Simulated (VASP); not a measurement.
Wanted: the native input for a VASP 6.6.1 run.

```yaml
Task: G0W0 quasiparticle levels
Functional: PBE
Potentials_or_basis: VASP PAW PBE potentials, release 64 (Zn_GW, Se_GW)
Cutoff: 500 eV
k_mesh: 4 × 4 × 4
Occupations: gaussian, width 0.01 eV
Spin: no spin polarisation
Dipole_correction: no
GW_scheme: G0W0
GW_iterations: 1
Cutoff_of_the_response_function: 60
Frequency_points: 48
Empty_bands: 30
Further_INCAR_settings: ALGO = EVGW0; EDIFF = 1e-08; NBANDS = 39
```

The system is ZnSe.

```
Zn Se
1.0
     0.00000    2.83242    2.83242
     2.83242    0.00000    2.83242
     2.83242    2.83242    0.00000
Zn Se
1 1
Cartesian
  0.0000 0.0000 0.0000
  1.4162 1.4162 1.4162
```

One way to write it, as run:

POSCAR

```
ZnSe
1.0
    0.0000000000      2.8324206848      2.8324206848
    2.8324206848      0.0000000000      2.8324206848
    2.8324206848      2.8324206848      0.0000000000
Zn Se
1 1
Direct
    0.0000000000      0.0000000000      0.0000000000
    0.2500000000      0.2500000000      0.2500000000
```

INCAR.step1

```
SYSTEM = ZnSe
ALGO = Normal
EDIFF = 1E-8
ENCUT = 500
GGA = PE
ISMEAR = 0
LASPH = .True.
LCHARG = .False.
LREAL = .False.
LWAVE = .True.
NELM = 100
PREC = Accurate
SIGMA = 0.01
```

INCAR.step2

```
SYSTEM = ZnSe
ALGO = Exact
EDIFF = 1E-8
ENCUT = 500
GGA = PE
ISMEAR = 0
ISTART = 1
LASPH = .True.
LCHARG = .False.
LOPTICS = .True.
LREAL = .False.
LWAVE = .True.
NBANDS = 39
NELM = 1
PREC = Accurate
SIGMA = 0.01
```

INCAR.step3

```
SYSTEM = ZnSe
ALGO = EVGW0
EDIFF = 1E-8
ENCUT = 500
ENCUTGW = 60
GGA = PE
ISMEAR = 0
ISTART = 1
LASPH = .True.
LCHARG = .False.
LREAL = .False.
LWAVE = .False.
NBANDS = 39
NBANDSGW = 17
NELMGW = 1
NOMEGA = 48
PREC = Accurate
PRECFOCK = Fast
SIGMA = 0.01
```

KPOINTS

```
k-points
0
Gamma
  4 4 4
  0 0 0
```

Potentials or basis: VASP PAW PBE potentials, release 64 (Zn_GW, Se_GW).

The run is started by

```bash
$ cat potpaw_PBE.64/Zn_GW/POTCAR potpaw_PBE.64/Se_GW/POTCAR > POTCAR
$ cp INCAR.step1 INCAR
$ mpirun -np 1 vasp_std > vasp.out
$ cp INCAR.step2 INCAR
$ mpirun -np 1 vasp_std > vasp.out
$ cp INCAR.step3 INCAR
$ mpirun -np 1 vasp_std > vasp.out
```

Results of the run:

```json
{
  "Band gap on the k mesh, mean-field level": "1.27 eV, direct",
  "Quasiparticle gap": "2.45 eV",
  "Least direct quasiparticle gap": "2.45 eV"
}
```

Caveat: the k points lie up to 0.48 Å⁻¹ apart; bands, screening cutoff and mesh are small and nothing is extrapolated, so the quasiparticle values aren't converged.

Run time: 52 s on 1 thread of Intel(R) Xeon(R) 6975P-C (Granite Rapids), on a shared host, peak memory 0.43 GiB.
